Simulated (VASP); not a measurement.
Wanted: the native input for a VASP 6.6.1 run.

- Task: relaxation of shape and atoms at fixed volume
- Functional: PBE
- Potentials or basis: VASP PAW PBE potentials, release 64 (Ti_sv, B)
- Cutoff: 600 eV
- k mesh: 18 × 18 × 14
- Occupations: gaussian, width 0.1 eV
- Spin: no spin polarisation
- Dipole correction: no
- Further INCAR settings: ALGO = Normal; EDIFF = 1e-06; IBRION = 2; EDIFFG = -0.01; NSW = 50; ISIF = 4

The structure of TiB2 lies in POSCAR:

```
TiB2
1.0
    3.0011785326      0.0000000000      0.0000000000
   -1.5005892663      2.5990968505      0.0000000000
    0.0000000000      0.0000000000      3.1916596055
Ti B
1 2
Direct
    0.0000000000      0.0000000000      0.0000000000
    0.3333333333      0.6666666667      0.5000000000
    0.6666666667      0.3333333333      0.5000000000
```

The input as run:

INCAR

```
PREC = Accurate ; ENCUT = 600
EDIFF = 1E-6 ; ISMEAR = 0
SIGMA = 0.1 ; LREAL = F
LASPH = T ; NELM = 60
ALGO = Normal ; ISIF = 4
LWAVE = F ; LCHARG = F
GGA = PE ; IBRION = 2
NSW = 50 ; EDIFFG = -0.01
```

KPOINTS

```
Automatic mesh
0
Gamma
  18 18 14
```

Potentials or basis: VASP PAW PBE potentials, release 64 (Ti_sv, B).

Command:

```sh
$ cat potpaw_PBE.64/Ti_sv/POTCAR potpaw_PBE.64/B/POTCAR > POTCAR
$ mpirun -np 1 vasp_std > vasp.out
```

Results of the run:

```json
{
 "Energy gained by relaxing": "0.1 meV/atom",
 "Ionic steps": "2",
 "Pressure after relaxing": "8.3 GPa",
 "Band gap on the k mesh": "zero (bands 9 and 10 overlap by 0.63 eV)"
}
```

Wall time 2.8 min on 1 thread of Intel Xeon 8259CL, on a shared host, peak memory 0.25 GiB.
